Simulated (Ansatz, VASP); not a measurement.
**LiF in VASP and in Ansatz**

File INCAR:

```
SYSTEM = LiF
  ALGO = Normal
  EDIFF = 1E-7
  ENCUT = 520
  ISIF = 2
  ISMEAR = 0
  LASPH = .TRUE.
  LCHARG = .TRUE.
  LELF = .TRUE.
  LREAL = .FALSE.
  LVHAR = .TRUE.
  LWAVE = .FALSE.
  NBANDS = 18
  NELM = 60
  PREC = Accurate
  SIGMA = 0.05
```

KPOINTS

```
k-points
0
G
  9 9 6
  0 0 0
```

POSCAR

```
LiF
1.0
    3.0300909680      0.0000000000      0.0000000000
   -1.5150454840      2.6241357541      0.0000000000
    0.0000000000      0.0000000000      4.6590208518
Li F
2 2
Direct
    0.3333333333      0.6666666667      0.4026947866
    0.6666666667      0.3333333333      0.9026947866
    0.3333333333      0.6666666667      0.9910195924
    0.6666666667      0.3333333333      0.4910195924
```

Input for Ansatz:

```yaml
crystal:
  lattice:
    - [3.030090968, 0.0, 0.0]
    - [-1.515045484, 2.6241357541, 0.0]
    - [0.0, 0.0, 4.6590208518]
  atoms:
    - { symbol: Li, position: [0.3333333333, 0.6666666667, 0.4026947866] }
    - { symbol: Li, position: [0.6666666667, 0.3333333333, 0.9026947866] }
    - { symbol: F, position: [0.3333333333, 0.6666666667, 0.9910195924] }
    - { symbol: F, position: [0.6666666667, 0.3333333333, 0.4910195924] }
basis:
  ecutwfc: 520.0
kpoints:
  mp_grid: { grid: [9, 9, 6] }
hamiltonian:
  xc: lda
scf:
  occupations: { method: gaussian, width: 0.05 }
output:
  forces: true
  stress: true
  eigenvalues: true
```

Alike in both runs: task single point; functional LDA; k mesh 9 × 9 × 6; occupations gaussian, width 0.05 eV; no spin polarisation.

|  | VASP | Ansatz |
| --- | --- | --- |
| version | VASP 6.6.1 | Ansatz 0.2.0 |
| potentials or method | VASP PAW LDA potentials, release 64 (Li_sv, F), cutoff 520 eV | scalar-relativistic, plane waves, PAW |
| valence electrons in the cell | 20 | 20 |

```tsv
	VASP	Ansatz	Ansatz less VASP
gap on the k mesh at the Fermi level (eV)	7.72	7.74	+0.016
least direct gap on the mesh (eV)	7.72	7.74	+0.016
rms of the force components (eV/Å)	0.127	0.127	+0.0004
```

LDA's correlation is that of Perdew and Zunger in VASP and of Perdew and Wang (1992) in Ansatz. Atom by atom the forces differ by 0.000 eV/Å (rms over components).

Noted on VASP's run: the cutoff is under 1.25 times that of the potentials, so the pressure is a little rough.
